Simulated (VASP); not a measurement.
**F: relaxation of shape and atoms at fixed volume with PBE+D3(BJ)**

F:

```xyz
4
Lattice="2.8704 -1.6403 -0.1339 2.8704 1.6403 -0.1339 -1.9526 0.0000 7.0681" Properties=species:S:1:pos:R:3 pbc="T T T"
F     0.2557    0.0000    0.6528
F     3.5325    0.0000    6.1474
F     1.7081    0.0000    4.0756
F     2.0802    0.0000    2.7246
```

This cell differs from its parent crystal: volume scaled by 0.94.

```
Program                : VASP 6.6.1
Task                   : relaxation of shape and atoms at fixed volume
Functional             : PBE
Dispersion             : D3(BJ)
Potentials or basis    : VASP PAW PBE potentials, release 64 (F)
Cutoff                 : 600 eV
k mesh                 : 8 × 8 × 4
Occupations            : gaussian, width 0.02 eV
Spin                   : no spin polarisation
Dipole correction      : no
Further INCAR settings : ALGO = Normal; EDIFF = 1e-06; IBRION = 2; EDIFFG = -0.01; NSW = 50; ISIF = 4
```

The energy gained by relaxing is 5.7 meV/atom and the ionic steps are 24. The pressure after relaxing is -0.2 GPa, the largest force after relaxing is 0.009 eV/Å and the band gap on the k mesh is 2.59 eV, indirect (least direct gap 2.66 eV). The dispersion energy per atom is -0.028 eV.

Forces on the atoms (eV/Å):
```
F    0.007  0.000 -0.006
F   -0.007  0.000  0.006
F   -0.003  0.000  0.005
F    0.003  0.000 -0.005
```

The path:
```tsv
step	energy change (eV)	largest force (eV/Å)	pressure (GPa)	volume (Å³)
1	0.0000	0.9075	1.85	65.70
2	0.1775	2.1482	-5.60	65.70
3	-0.0219	0.0302	-0.29	65.70
4	-0.0220	0.0073	-0.24	65.70
5	-0.0220	0.0230	-0.19	65.70
6	-0.0220	0.0238	-0.19	65.70
7	-0.0221	0.0496	-0.20	65.70
8	-0.0221	0.1005	-0.18	65.70
9	-0.0221	0.0783	-0.17	65.70
10	-0.0221	0.0765	-0.18	65.70
11	-0.0221	0.0677	-0.19	65.70
12	-0.0222	0.0513	-0.21	65.70
13	-0.0223	0.0227	-0.23	65.70
14	-0.0224	0.0444	-0.25	65.70
15	-0.0224	0.0553	-0.27	65.70
16	-0.0225	0.0447	-0.24	65.70
17	-0.0226	0.0541	-0.14	65.70
18	-0.0226	0.0699	-0.11	65.70
19	-0.0227	0.0440	-0.13	65.70
20	-0.0227	0.0317	-0.14	65.70
21	-0.0227	0.0289	-0.14	65.70
22	-0.0227	0.0247	-0.13	65.70
23	-0.0227	0.0272	-0.14	65.70
24	-0.0227	0.0089	-0.17	65.70
```

Final structure:
```
F
1.0
     2.89267   -1.64783   -0.14460
     2.89267    1.64783   -0.14460
    -1.99791    0.00000    6.99164
F
4
Direct
  0.07986 0.07986 0.09807
  0.92014 0.92014 0.90193
  0.50085 0.50085 0.59828
  0.49915 0.49915 0.40172
```

Levels at points of the mesh, in eV from the valence-band top:
```
           k point  band 10  band 11  band 12  band 13  band 14  band 15  band 16  band 17  band 18
(0.00, 0.00, 0.00)    -3.18    -0.36    -0.20    -0.14    -0.07     2.59     3.54     9.05    11.36
(0.50, 0.00, 0.00)    -3.35    -0.53    -0.49    -0.31    -0.24     3.14     3.20    13.45    13.59
(0.50, 0.50, 0.00)    -3.26    -0.52    -0.35    -0.30     0.00     3.09     3.17    13.64    13.80
(0.00, 0.00, 0.50)    -3.20    -0.30    -0.23    -0.16    -0.11     3.02     3.07     9.88     9.90
(0.50, 0.00, 0.50)    -3.26    -0.67    -0.43    -0.32    -0.08     2.95     3.35    13.49    14.07
(0.50, 0.50, 0.50)    -3.37    -0.52    -0.44    -0.19    -0.15     3.14     3.19    13.32    13.53
```

It took 15 min on 1 thread of Oxide Virtual Turin-like Processor (shared host), peak memory 0.22 GiB.

Caveat: the cell differs from its parent crystal (volume scaled by 0.94). A k mesh can miss the band edges.
